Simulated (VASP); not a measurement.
Write the native input for VASP 6.6.1 that does the following.

* Task: single point
* Functional: LDA
* Potentials or basis: VASP PAW LDA potentials, release 64 (Y_sv, Al, Cu)
* Cutoff: 520 eV
* k mesh: 5 × 5 × 7
* Occupations: fermi-dirac, width 0.05 eV
* Spin: no spin polarisation
* Dipole correction: no
* Further INCAR settings: ALGO = Normal; EDIFF = 1e-06; NBANDS = 48

The structure of YAlCu lies in POSCAR:

```
YAlCu
1.0
    7.0197330000      0.0000000000      0.0000000000
   -3.5098670000      6.0792670000      0.0000000000
    0.0000000000      0.0000000000      4.0044810000
Y Al Cu
3 3 3
Direct
    0.0000000000      0.4141860000      0.5000000000
    0.5858140000      0.5858140000      0.5000000000
    0.4141860000      0.0000000000      0.5000000000
    0.0000000000      0.7673690000      0.0000000000
    0.2326310000      0.2326310000      0.0000000000
    0.7673690000      0.0000000000      0.0000000000
    0.3333333333      0.6666666667      0.0000000000
    0.6666666667      0.3333333333      0.0000000000
    0.0000000000      0.0000000000      0.5000000000
```

One way to write it, as run:

INCAR

```
PREC = Accurate
ENCUT = 520
EDIFF = 1E-6
ISMEAR = -1
SIGMA = 0.05
LREAL = False
LASPH = True
NELM = 60
ALGO = Normal
ISIF = 2
LWAVE = False
LCHARG = False
NBANDS = 48
```

KPOINTS

```
regular mesh
0
Gamma
  5 5 7
```

Potentials or basis: VASP PAW LDA potentials, release 64 (Y_sv, Al, Cu).

Command:

```sh
$ cat potpaw_LDA.64/Y_sv/POTCAR potpaw_LDA.64/Al/POTCAR potpaw_LDA.64/Cu/POTCAR > POTCAR
$ mpirun -np 1 vasp_std > vasp.out
```

Results of the run:

| Property | Result |
| --- | --- |
| Pressure | -4.7 GPa |
| Largest force | 0.133 eV/Å |
| Band gap on the k mesh | zero (an odd number of electrons rules out a gap without spin polarisation) |

Caveat: the cell stands under tension.

Run time: 3.5 min on 1 thread of Intel(R) Xeon(R) Platinum 8488C (Sapphire Rapids) (shared host), peak memory 0.32 GiB.
